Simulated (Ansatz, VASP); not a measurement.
**HCl4 in VASP and in Ansatz**

The input INCAR:

```
SYSTEM = HCl4
  ALGO = Normal
  EDIFF = 1E-6
  ENCUT = 520
  GGA = PE
  ISIF = 2
  ISMEAR = 0
  IVDW = 12
  LASPH = .TRUE.
  LCHARG = .FALSE.
  LREAL = .FALSE.
  LWAVE = .FALSE.
  NBANDS = 22
  NELM = 80
  PREC = Accurate
  SIGMA = 0.1
```

KPOINTS

```
k-points
0
G
  4 4 4
  0 0 0
```

The input POSCAR:

```
HCl4
1.0
   -3.1385868600      3.1385868600      3.1385868600
    3.1385868600     -3.1385868600      3.1385868600
    3.1385868600      3.1385868600     -3.1385868600
H Cl
1 4
Direct
    0.0000000000      0.0000000000      0.0000000000
    0.0000000000      0.0000000000      0.5000000000
    0.5000000000      0.0000000000      0.0000000000
    0.0000000000      0.5000000000      0.0000000000
    0.5000000000      0.5000000000      0.5000000000
```

Input for Ansatz:

```yaml
crystal:
  lattice:
    - [-3.13858686, 3.13858686, 3.13858686]
    - [3.13858686, -3.13858686, 3.13858686]
    - [3.13858686, 3.13858686, -3.13858686]
  atoms:
    - { symbol: H, position: [0.0, 0.0, 0.0] }
    - { symbol: Cl, position: [0.0, 0.0, 0.5] }
    - { symbol: Cl, position: [0.5, 0.0, 0.0] }
    - { symbol: Cl, position: [0.0, 0.5, 0.0] }
    - { symbol: Cl, position: [0.5, 0.5, 0.5] }
basis:
  ecutwfc: 420
kpoints:
  mp_grid: { grid: [4, 4, 4] }
hamiltonian:
  xc: pbe
  dispersion: d3bj
scf:
  occupations: { method: gaussian, width: 0.1 }
  lower_state_search: "off"
output:
  forces: true
  stress: true
  eigenvalues: true
```

Change from the starting cell: species swapped into the Hg4Pt type (Im-3m, No. 229).

Alike in both runs: task single point; functional PBE; dispersion D3(BJ); k mesh 4 × 4 × 4; occupations gaussian, width 0.1 eV; no spin polarisation.

```csv
,VASP,Ansatz
version,VASP 6.6.1,Ansatz 0.2.0
potentials or method,"VASP PAW PBE potentials, release 64 (H, Cl), cutoff 520 eV","scalar-relativistic, plane waves, PAW"
valence electrons in the cell,29,29
```

```csv
,VASP,Ansatz,Ansatz less VASP
gap on the k mesh at the Fermi level (eV),none,none,-
pressure (GPa),-5.5,-5.4,+0.07
```

A gap of «none» marks a metal or a gap that the smearing closes.
